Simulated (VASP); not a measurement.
Here is a VASP 6.6.1 calculation.

File INCAR:

```
SYSTEM = Al17N16
PREC = Accurate ; ENCUT = 520
EDIFF = 1E-7 ; ISMEAR = 0
SIGMA = 0.02 ; LREAL = Auto
LASPH = .TRUE. ; NELM = 80
ALGO = Normal ; ISIF = 2
LWAVE = .FALSE. ; LCHARG = .FALSE.
GGA = PE ; NBANDS = 88
```

Contents of KPOINTS:

```
Automatic mesh
0
Gamma
  2 2 2
  0.5 0.5 0.5
```

The input POSCAR:

```
Al17N16
1.0
   -4.4031742052      4.4031742052     -4.4031742052
    4.4031742052      4.4031742052      4.4031742052
    4.4031742052     -4.4031742052     -4.4031742052
Al N
17 16
Direct
    0.4881377388      0.4868875044      0.0088804118
    0.2441481872      0.7511132528     -0.0054123455
    0.7548818977      0.4954363371      0.7457424683
   -0.0244498616     -0.0406577146     -0.0690992420
    0.5033699319      0.7584314961      0.7509118072
    0.7550975376      0.2493110535     -0.0020521559
    0.2560560740      0.0125113151      0.7509032907
   -0.0024945640      0.5056264859      0.4979785940
    0.7307147867      0.7307041125      0.4812257933
    0.0180385777      0.2535746823      0.7546391183
    0.2483048476      0.5063845753      0.2467740201
    0.4980267411     -0.0012119666      0.5013939711
    0.2891393664      0.2806915971      0.6372795781
   -0.0110604300      0.7413908349      0.2371107640
    0.7128913946     -0.0239673688      0.2399363393
    0.4971317050      0.2472333479      0.2464597014
    0.0556643886      0.1155785523      0.2761236425
    0.2501838330      0.7539965137      0.7475354929
   -0.0184882533     -0.0213433527      0.7092405057
    0.4952545365      0.7482646260      0.4979924477
    0.7564440662      0.2466549015      0.7467314139
    0.2422812386      0.0013724190      0.4795180480
    0.5325566036      0.5318070308      0.7718823607
   -0.0053437586      0.2466152710      0.4823049012
    0.7394296360      0.7412935187      0.2429472354
    0.4871006460     -0.0018124425      0.2492001108
    0.7448851322      0.4926143956      0.4947760180
   -0.0023973614      0.7476323549     -0.0090090689
    0.2318962304      0.2367109388      0.1944744768
   -0.0002944467      0.5017803968      0.2494457291
    0.7680812392      0.0053313812      0.0117330130
    0.5167592500      0.2453489119      0.0106000803
    0.2480567311      0.5171971160      0.0093316771
```

Potentials or basis: VASP PAW PBE potentials, release 64 (Al, N).

The run is started by

```console
$ cat potpaw_PBE.64/Al/POTCAR potpaw_PBE.64/N/POTCAR > POTCAR
$ mpirun -np 1 vasp_std > vasp.out
```

Task: Estimate the largest force.

Result: 0.140 eV/Å.

Task: Predict the band gap on the k mesh.

Result: Zero (an odd number of electrons rules out a gap without spin polarisation).

Task: Estimate the pressure.

Result: 10.0 GPa.

Stress tensor (GPa, compression positive):
```
11.11 -2.35 -5.46
-2.35 10.28  1.35
-5.46  1.35  8.56
```

Caveat: the k points lie up to 0.50 Å⁻¹ apart, too coarse for converged energies and pressures of a metal.
